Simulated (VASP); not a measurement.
Crystal: Rh.

```
Rh
1.0
     1.50500    1.50500    1.50500
    -1.50500    1.50500    1.50500
    -1.50500   -1.50500    1.50500
Rh
1
Direct
  0.00000 0.00000 0.00000
```

- Program: VASP 6.6.1
- Task: relaxation of cell and atoms
- Functional: r2SCAN
- Potentials or basis: VASP PAW PBE potentials, release 64 (Rh_pv)
- Cutoff: 600 eV
- k mesh: 10 × 10 × 10
- Occupations: gaussian, width 0.1 eV
- Spin: no spin polarisation

At the start: pressure 10.6 GPa; volume 13.64 Å³/atom.

Question: How do energy, volume and symmetry change on relaxing?

Answer: Over 4 steps the energy falls by 16.7 meV/atom and the volume is 14.16 Å³/atom (+3.9 %); space group Im-3m (No. 229, to 0.05 Å).

Step by step:
```
step  energy change (eV)  largest force (eV/Å)  pressure (GPa)  volume (Å³)
   1              0.0000                0.0000           10.65        13.64
   2              0.0683                0.0000          -18.45        15.50
   3             -0.0167                0.0000           -0.23        14.18
   4             -0.0167                0.0000           -0.07        14.16
```

Final structure:
```
Rh
1.0
     1.52421    1.52421    1.52421
    -1.52421    1.52421    1.52421
    -1.52421   -1.52421    1.52421
Rh
1
Direct
  0.00000 0.00000 0.00000
```

Caveat: the PAW data sets were made with another functional, which shifts forces and pressure a little.
